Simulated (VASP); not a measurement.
TiSi, 8 atoms in the cell. The typed cell holds 8 atoms: a = 3.694 Å, b = 7.633 Å, c = 4.069 Å, α = 90.00°, β = 90.00°, γ = 90.00°. 

| Property | Result |
| --- | --- |
| Program | VASP 6.6.1 |
| Task | single point |
| Functional | r2SCAN |
| Potentials or basis | VASP PAW PBE potentials, release 64 (Ti_sv, Si) |
| Cutoff | 520 eV |
| k mesh | 6 × 4 × 4 |
| Occupations | gaussian, width 0.1 eV |
| Spin | no spin polarisation |
| Dipole correction | no |
| Further INCAR settings | ALGO = Normal; EDIFF = 1e-06; NBANDS = 42 |

Potentials or basis: VASP PAW PBE potentials, release 64 (Ti_sv, Si).

Command:

```bash
$ cat potpaw_PBE.64/Ti_sv/POTCAR potpaw_PBE.64/Si/POTCAR > POTCAR
$ cp INCAR.step1 INCAR
$ mpirun -np 1 vasp_std > vasp.out
$ cp INCAR.step2 INCAR
$ mpirun -np 1 vasp_std > vasp.out
```

Hardware: 1 thread of Intel(R) Xeon(R) Platinum 8375C CPU @ 2.90GHz (Ice Lake) (shared host).

How long does it take, and how much memory?

Wall time 8.2 min on 1 thread of Intel(R) Xeon(R) Platinum 8375C CPU @ 2.90GHz (Ice Lake) (shared host), peak memory 0.31 GiB. Counts: k points 36.
